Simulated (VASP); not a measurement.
# Na (Im-3m) in VASP: notebook

Runs on Na. Level: PBE. Tasks: electric field gradients.

All numbers are computed with VASP 6.6.1; they aren't measurements. Logs are shortened: lines on timing, memory, paths and dates and some standing lists are left out, and cuts for length are marked.

### 1 The cell of the first run

It takes space group Im-3m (No. 229, cubic). Conventional cell: a = 4.149 Å, b = 4.149 Å, c = 4.149 Å, α = 90.00°, β = 90.00°, γ = 90.00°. Na (site symmetry m-3m) has 14 Na at 3.59 to 4.15 Å within 4.7 Å.

### 2 Electric field gradients, PBE (volume scaled by 0.9405)

The input, INCAR:

```
ALGO     = Normal         # electronic algorithm
EDIFF    = 1E-8           # SCF threshold, eV
ENCUT    = 400            # plane-wave cutoff, eV
GGA      = PE             # functional
GGA_COMPAT= F            
ISIF     = 2              # what is computed and relaxed
ISMEAR   = -1             # smearing method
LASPH    = T              # aspherical terms in the spheres
LCHARG   = F              # write CHGCAR
LEFG     = T            
LREAL    = F              # projectors in reciprocal space
LWAVE    = F              # write WAVECAR
NBANDS   = 10             # bands
NELM     = 120            # most SCF steps
PREC     = Accurate       # precision mode
SIGMA    = 0.05           # smearing width, eV
```

The input, KPOINTS:

```
k-points
0
Gamma
  12 12 12
```

The input, POSCAR:

```
Na
1.0
   -2.0746412990      2.0746412990      2.0746412990
    2.0746412990     -2.0746412990      2.0746412990
    2.0746412990      2.0746412990     -2.0746412990
Na
1
Direct
    0.0000000000      0.0000000000      0.0000000000
```

Potentials or basis: VASP PAW PBE potentials, release 64 (Na_pv).

The run is started by

```
> cat potpaw_PBE.64/Na_pv/POTCAR > POTCAR
> mpirun -np 1 vasp_std > vasp.out
```

OUTCAR:

```text
EDIFF = 1E-8
   ENCUT = 400
   GGA = PE
   ISIF = 2
   ISMEAR = -1
   LASPH = T
   LREAL = F
   NELM = 120
   PREC = Accurate

 ion  position               nearest neighbor table
   1  0.000  0.000  0.000-

  LATTYP: Found a body centered cubic cell.
 ALAT       =     4.1492825980

  Lattice vectors:

 A1 = (  -2.0746412990,   2.0746412990,   2.0746412990)
 A2 = (   2.0746412990,  -2.0746412990,   2.0746412990)
 A3 = (   2.0746412990,   2.0746412990,  -2.0746412990)

Analysis of symmetry for initial positions (statically):
=====================================================================
 Subroutine PRICEL returns:
 Original cell was already a primitive cell.

 Routine SETGRP: Setting up the symmetry group for a
 body centered cubic supercell.

 Subroutine GETGRP returns: Found 48 space group operations
 (whereof 48 operations were pure point group operations)
 out of a pool of 48 trial point group operations.

The static configuration has the point symmetry O_h .

Analysis of symmetry for dynamics (positions and initial velocities):
=====================================================================
 Subroutine PRICEL returns:
 Original cell was already a primitive cell.

 Routine SETGRP: Setting up the symmetry group for a
 body centered cubic supercell.

 Subroutine GETGRP returns: Found 48 space group operations
 (whereof 48 operations were pure point group operations)
 out of a pool of 48 trial point group operations.

The dynamic configuration has the point symmetry O_h .

 Subroutine INISYM returns: Found 48 space group operations
 (whereof 48 operations are pure point group operations),
 and found     1 'primitive' translations

----------------------------------------------------------------------------------------

                                     Primitive cell

  volume of cell :      35.7182

  direct lattice vectors                    reciprocal lattice vectors
    -2.074641299  2.074641299  2.074641299     0.000000000  0.241005518  0.241005518
     2.074641299 -2.074641299  2.074641299     0.241005518  0.000000000  0.241005518
     2.074641299  2.074641299 -2.074641299     0.241005518  0.241005518  0.000000000

[... 112 lines left out ...]
 non-spin polarized calculation
  energy-cutoff  :      400.00
  volume of cell :       35.72
 maximum number of plane-waves:       682
   NGX = 11   NGY = 11   NGZ = 11

 number of electron       7.0000026 magnetization

 Free energy of the ion-electron system (eV)
  ---------------------------------------------------
  ext. energy  EPLUGINS =         0.00000000
  ---------------------------------------------------
  free energy    TOTEN  =        -1.31008944 eV

  energy without entropy =       -1.30480167  energy(sigma->0) =       -1.30744555

 E-fermi :   0.4010     XC(G=0):  -6.6011

 val. band max:        0.3641209376   @ k =  -0.3333   0.4167   0.1667
 cond. band min:       0.4783025871   @ k =   0.3333   0.1667   0.0000
 fundamental gap:      0.1141816496
 Fermi energy:         0.4009940250

 k-point     1 :       0.0000    0.0000    0.0000
  band No.  band energies     occupation
      1     -24.4323      2.00000
      2     -24.4323      2.00000
      3     -24.4323      2.00000
      4      -2.9208      2.00000
      5      12.4121      0.00000
      6      12.4121      0.00000
      7      12.4121      0.00000
      8      13.4345      0.00000
      9      13.4345      0.00000
     10      14.0074      0.00000
[... 287 lines left out ...]
 k-point    24 :       0.4167    0.0833    0.0833
  band No.  band energies     occupation
      1     -24.4702      2.00000
      2     -24.4476      2.00000
      3     -24.4350      2.00000
      4       1.4245      0.00000
      5       1.9325      0.00000
      6       6.7829      0.00000
      7       7.9772      0.00000
      8      12.4027      0.00000
      9      13.2473      0.00000
     10      17.1561      0.00000

 [... further k-points ...]
[... 5 lines left out ...]
  --------------------------------------------------------------------------------------
  -------------------------------------------------------------------------------------
  Total        0.0238152      0.0238152      0.0238152      0.0000000     -0.0000000      0.0000000
  in kB        1.0682558      1.0682558      1.0682558      0.0000000     -0.0000000      0.0000000
  external PRESSURE =       1.0682558 kB  Pullay stress =       0.0000000 kB

 VOLUME and BASIS-vectors are now :
 -----------------------------------------------------------------------------
  energy-cutoff  :      400.00
  volume of cell :       35.72
      direct lattice vectors                 reciprocal lattice vectors
    -2.074641299  2.074641299  2.074641299     0.000000000  0.241005518  0.241005518
     2.074641299 -2.074641299  2.074641299     0.241005518  0.000000000  0.241005518
     2.074641299  2.074641299 -2.074641299     0.241005518  0.241005518  0.000000000

 POSITION                                       TOTAL-FORCE (eV/Angst)
 -----------------------------------------------------------------------------------
      0.00000      0.00000      0.00000         0.000000      0.000000     -0.000000
 -----------------------------------------------------------------------------------
    total drift:                               -0.000000      0.000000      0.000000

  FREE ENERGIE OF THE ION-ELECTRON SYSTEM (eV)
  ---------------------------------------------------
  free  energy   TOTEN  =        -1.3100894430 eV

  energy  without entropy=       -1.3048016662  energy(sigma->0) =       -1.30744555

 Electric field gradients (V/A^2)
---------------------------------------------------------------------
 ion       V_xx      V_yy      V_zz      V_xy      V_xz      V_yz
---------------------------------------------------------------------
   1      -0.000    -0.000    -0.000    -0.010    -0.010    -0.010
---------------------------------------------------------------------

 Electric field gradients after diagonalization (V/A^2)
 (convention: |V_zz| > |V_xx| > |V_yy|)
----------------------------------------------------------------------
 ion       V_xx      V_yy      V_zz     asymmetry (V_yy - V_xx)/ V_zz
----------------------------------------------------------------------
   1       0.010     0.010    -0.019       0.000
----------------------------------------------------------------------

           NMR quadrupolar parameters

 Cq : quadrupolar parameter    Cq=e*Q*V_zz/h
 eta: asymmetry parameters     (V_yy - V_xx)/ V_zz
 Q  : nuclear electric quadrupole moment in mb (millibarn)
----------------------------------------------------------------------
 ion       Cq(MHz)       eta       Q (mb)
----------------------------------------------------------------------
   1      -0.000       0.000       1.000
----------------------------------------------------------------------
```

It took 3.9 s on 1 thread of Intel Xeon 6975P-C (Granite Rapids), shared host; peak memory 0.13 GiB.

Results:

| Property | Result |
| --- | --- |
| Free energy | -1.3101 eV |
| Pressure | 0.1 GPa |

Levels at points of the mesh, in eV from the Fermi level:
| k point | band 1 | band 2 | band 3 | band 4 | band 5 | band 6 |
| --- | --- | --- | --- | --- | --- | --- |
| (0.00, 0.00, 0.00) | -24.83 | -24.83 | -24.83 | -3.32 | 12.01 | 12.01 |
| (0.50, 0.00, 0.00) | -24.87 | -24.85 | -24.83 | 0.80 | 1.29 | 8.40 |
| (0.50, 0.50, 0.50) | -24.86 | -24.86 | -24.86 | 4.62 | 4.62 | 5.06 |

Caveat: without QUAD_EFG the Cq values of the log hold for a quadrupole moment of 1 mb, not for the nuclei.

### 3 Electric field gradients, PBE (volume scaled by 0.97)

The input, INCAR:

```
SYSTEM = Na
PREC = Accurate
ENCUT = 400
EDIFF = 1E-8
ISMEAR = -1
SIGMA = 0.05
LREAL = .False.
LASPH = .True.
NELM = 120
ALGO = Normal
ISIF = 2
LWAVE = .False.
LCHARG = .False.
GGA = PE
LEFG = .True.
NBANDS = 10
GGA_COMPAT = .False.
```

The input, KPOINTS:

```
Automatic mesh
0
Gamma
  12 12 12
  0 0 0
```

The input, POSCAR:

```
Na
1.0
   -2.0961096487      2.0961096487      2.0961096487
    2.0961096487     -2.0961096487      2.0961096487
    2.0961096487      2.0961096487     -2.0961096487
Na
1
Direct
    0.0000000000      0.0000000000      0.0000000000
```

Potentials or basis: VASP PAW PBE potentials, release 64 (Na_pv).

The run is started by

```
> cat potpaw_PBE.64/Na_pv/POTCAR > POTCAR
> mpirun -np 1 vasp_std > vasp.out
```

OUTCAR:

```text
SYSTEM = Na
   PREC = Accurate
   ENCUT = 400
   EDIFF = 1E-8
   ISMEAR = -1
   LREAL = .False.
   LASPH = .True.
   NELM = 120
   ISIF = 2
   GGA = PE

 ion  position               nearest neighbor table
   1  0.000  0.000  0.000-

  LATTYP: Found a body centered cubic cell.
 ALAT       =     4.1922192974

  Lattice vectors:

 A1 = (  -2.0961096487,   2.0961096487,   2.0961096487)
 A2 = (   2.0961096487,  -2.0961096487,   2.0961096487)
 A3 = (   2.0961096487,   2.0961096487,  -2.0961096487)

Analysis of symmetry for initial positions (statically):
=====================================================================
 Subroutine PRICEL returns:
 Original cell was already a primitive cell.

 Routine SETGRP: Setting up the symmetry group for a
 body centered cubic supercell.

 Subroutine GETGRP returns: Found 48 space group operations
 (whereof 48 operations were pure point group operations)
 out of a pool of 48 trial point group operations.

The static configuration has the point symmetry O_h .

Analysis of symmetry for dynamics (positions and initial velocities):
=====================================================================
 Subroutine PRICEL returns:
 Original cell was already a primitive cell.

 Routine SETGRP: Setting up the symmetry group for a
 body centered cubic supercell.

 Subroutine GETGRP returns: Found 48 space group operations
 (whereof 48 operations were pure point group operations)
 out of a pool of 48 trial point group operations.

The dynamic configuration has the point symmetry O_h .

 Subroutine INISYM returns: Found 48 space group operations
 (whereof 48 operations are pure point group operations),
 and found     1 'primitive' translations
[... 148 lines left out ...]
  band No.  band energies     occupation
      1     -24.5466      2.00000
      2     -24.5466      2.00000
      3     -24.5466      2.00000
      4      -2.9459      2.00000
      5      12.1184      0.00000
      6      12.1184      0.00000
      7      12.1184      0.00000
      8      13.1230      0.00000
      9      13.1230      0.00000
     10      13.6825      0.00000
[... 287 lines left out ...]
 k-point    24 :       0.4167    0.0833    0.0833
  band No.  band energies     occupation
      1     -24.5805      2.00000
      2     -24.5602      2.00000
      3     -24.5486      2.00000
      4       1.3218      0.00000
      5       1.8034      0.00000
      6       6.5882      0.00000
      7       7.7017      0.00000
      8      12.0948      0.00000
      9      12.8929      0.00000
     10      16.7684      0.00000

 [... further k-points ...]
[... 5 lines left out ...]
  --------------------------------------------------------------------------------------
  -------------------------------------------------------------------------------------
  Total       -0.0344648     -0.0344648     -0.0344648     -0.0000000     -0.0000000      0.0000000
  in kB       -1.4989408     -1.4989408     -1.4989408     -0.0000000     -0.0000000      0.0000000
  external PRESSURE =      -1.4989408 kB  Pullay stress =       0.0000000 kB

 VOLUME and BASIS-vectors are now :
 -----------------------------------------------------------------------------
  energy-cutoff  :      400.00
  volume of cell :       36.84
      direct lattice vectors                 reciprocal lattice vectors
    -2.096109649  2.096109649  2.096109649     0.000000000  0.238537140  0.238537140
     2.096109649 -2.096109649  2.096109649     0.238537140  0.000000000  0.238537140
     2.096109649  2.096109649 -2.096109649     0.238537140  0.238537140  0.000000000

 POSITION                                       TOTAL-FORCE (eV/Angst)
 -----------------------------------------------------------------------------------
      0.00000      0.00000      0.00000         0.000000     -0.000000     -0.000000
 -----------------------------------------------------------------------------------
    total drift:                                0.000000      0.000000      0.000000

  FREE ENERGIE OF THE ION-ELECTRON SYSTEM (eV)
  ---------------------------------------------------
  free  energy   TOTEN  =        -1.3111589205 eV

  energy  without entropy=       -1.3058141935  energy(sigma->0) =       -1.30848656

 Electric field gradients (V/A^2)
---------------------------------------------------------------------
 ion       V_xx      V_yy      V_zz      V_xy      V_xz      V_yz
---------------------------------------------------------------------
   1      -0.000     0.000     0.000    -0.008    -0.008    -0.008
---------------------------------------------------------------------

 Electric field gradients after diagonalization (V/A^2)
 (convention: |V_zz| > |V_xx| > |V_yy|)
----------------------------------------------------------------------
 ion       V_xx      V_yy      V_zz     asymmetry (V_yy - V_xx)/ V_zz
----------------------------------------------------------------------
   1       0.008     0.008    -0.016       0.000
----------------------------------------------------------------------

           NMR quadrupolar parameters

 Cq : quadrupolar parameter    Cq=e*Q*V_zz/h
 eta: asymmetry parameters     (V_yy - V_xx)/ V_zz
 Q  : nuclear electric quadrupole moment in mb (millibarn)
----------------------------------------------------------------------
 ion       Cq(MHz)       eta       Q (mb)
----------------------------------------------------------------------
   1      -0.000       0.000       1.000
----------------------------------------------------------------------
```

OSZICAR:

```text
N       E                     dE             d eps       ncg     rms          rms(c)
DAV:   1     0.246145282920E+02    0.24615E+02   -0.34142E+03  1448   0.482E+02
DAV:   2    -0.802234143109E+00   -0.25417E+02   -0.25307E+02  1486   0.131E+02
DAV:   3    -0.130805122466E+01   -0.50582E+00   -0.50557E+00  1828   0.210E+01
DAV:   4    -0.131163292945E+01   -0.35817E-02   -0.35815E-02  1666   0.165E+00
DAV:   5    -0.131168520243E+01   -0.52273E-04   -0.52273E-04  1702   0.199E-01    0.209E-01
DAV:   6    -0.131136898863E+01    0.31621E-03   -0.48859E-04  1720   0.264E-01    0.140E-01
DAV:   7    -0.131116651107E+01    0.20248E-03   -0.98304E-04  1604   0.309E-01    0.151E-02
DAV:   8    -0.131115904692E+01    0.74641E-05   -0.42720E-05  1790   0.107E-01    0.281E-03
DAV:   9    -0.131115906719E+01   -0.20275E-07   -0.34116E-07  1728   0.690E-03    0.112E-03
DAV:  10    -0.131115890076E+01    0.16643E-06   -0.55390E-08  1702   0.308E-03    0.119E-04
DAV:  11    -0.131115891840E+01   -0.17642E-07   -0.11211E-09   918   0.245E-04    0.111E-05
DAV:  12    -0.131115892051E+01   -0.21057E-08   -0.80434E-11   880   0.846E-05
   1 F= -.13111589E+01 E0= -.13084866E+01  d E =-.534473E-02
```

stdout:

```text
POSCAR found type information on POSCAR Na
 POSCAR found :  1 types and       1 ions
 scaLAPACK will be used
 LDA part: xc-table for (Slater+PW92), standard interpolation
 POSCAR, INCAR and KPOINTS ok, starting setup
 FFT: planning ... GRIDC
 FFT: planning ... GRID_SOFT
 FFT: planning ... GRID
 WAVECAR not read
 entering main loop
ion   1
```

It took 4.1 s on 1 thread of Intel Xeon 6975P-C (Granite Rapids), shared host; peak memory 0.13 GiB.

Results:

| Item | Value |
| --- | --- |
| Free energy | -1.3112 eV |
| Pressure | -0.1 GPa |

Caveat: without QUAD_EFG the Cq values of the log hold for a quadrupole moment of 1 mb, not for the nuclei.
